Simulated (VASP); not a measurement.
Wanted: the native input for a VASP 6.6.1 run.

```
Task                   : single point
Functional             : PBE
Potentials or basis    : VASP PAW PBE potentials, release 64 (H, Si, Cl)
Cutoff                 : 520 eV
k mesh                 : 2 × 2 × 1
Occupations            : fermi-dirac, width 0.05 eV
Spin                   : no spin polarisation
Dipole correction      : no
Further INCAR settings : LREAL = Auto; ALGO = Normal; EDIFF = 1e-07; NBANDS = 72
```

The structure of Si10H4Cl lies in POSCAR:

```
Si10H4Cl
1.0
    7.6791800000      0.0000000000      0.0000000000
    0.0000000000      7.6791800000      0.0000000000
    0.0000000000      0.0000000000     17.2555000000
H Si Cl
8 20 2
Direct
    0.4093926695      0.0000000000      0.0579525369
    0.0906086327      0.0000000000      0.0579525369
    0.9093939718      0.0000000000      0.0579525369
    0.5906099349      0.0000000000      0.0579525369
    0.4093926695      0.5000013022      0.0579525369
    0.0906086327      0.5000013022      0.0579525369
    0.9093939718      0.5000013022      0.0579525369
    0.5906099349      0.5000013022      0.0579525369
    0.2500006511      0.0000000000      0.1081104575
    0.7500019533      0.0000000000      0.1081104575
    0.2500006511      0.5000013022      0.1081104575
    0.7500019533      0.5000013022      0.1081104575
    0.2540245182      0.2335666048      0.1854249370
    0.7816329348      0.2489718954      0.1830662687
    0.2517195846      0.7583101321      0.1983077859
    0.7414463523      0.7472021752      0.1873605517
    0.0153401796      0.2280451819      0.2583176379
    0.5353305952      0.2466409174      0.2497290719
   -0.0022398225      0.7474886642      0.2780678624
    0.5026708581      0.7690925333      0.2826924749
   -0.0121106681     -0.0046098672      0.3525658486
    0.5113957480      0.0375300488      0.3423662021
   -0.0198458690      0.4699199654      0.3496566312
    0.4995194799      0.4793220109      0.3369244589
    0.2717607870      0.0487291612      0.4344122164
    0.7399487966      0.1158847689      0.4241777984
    0.2290088265      0.3373667501      0.3957926458
    0.7152326160      0.4159558703      0.4224624033
    0.7703296446      0.0144286239      0.5387325780
    0.6766868338      0.5228422826      0.5306134276
```

These files were run (other wordings do the same):

INCAR

```
SYSTEM = Si10H4Cl
PREC     = Accurate       ! precision mode
ENCUT    = 520            ! plane-wave cutoff, eV
EDIFF    = 1E-7           ! SCF threshold, eV
ISMEAR   = -1             ! smearing method
SIGMA    = 0.05           ! smearing width, eV
LREAL    = Auto         
LASPH    = .True.         ! aspherical terms in the spheres
NELM     = 100            ! most SCF steps
ALGO     = Normal         ! electronic algorithm
ISIF     = 2              ! what is computed and relaxed
LWAVE    = .False.        ! write WAVECAR
LCHARG   = .False.        ! write CHGCAR
GGA      = PE             ! functional
NBANDS   = 72             ! bands
```

KPOINTS

```
Automatic mesh
0
Gamma
  2 2 1
  0 0 0
```

Potentials or basis: VASP PAW PBE potentials, release 64 (H, Si, Cl).

Launch:

```bash
$ cat potpaw_PBE.64/H/POTCAR potpaw_PBE.64/Si/POTCAR potpaw_PBE.64/Cl/POTCAR > POTCAR
$ mpirun -np 1 vasp_std > vasp.out
```

It gave:

The largest force is 2.664 eV/Å and the band gap on the k mesh is 0.45 eV (least direct gap 0.55 eV).

Caveat: there is no dipole correction, which matters where the two faces differ.

It took 7.7 min on 1 thread of Intel(R) Xeon(R) Platinum 8488C (Sapphire Rapids) (shared host), peak memory 0.95 GiB.
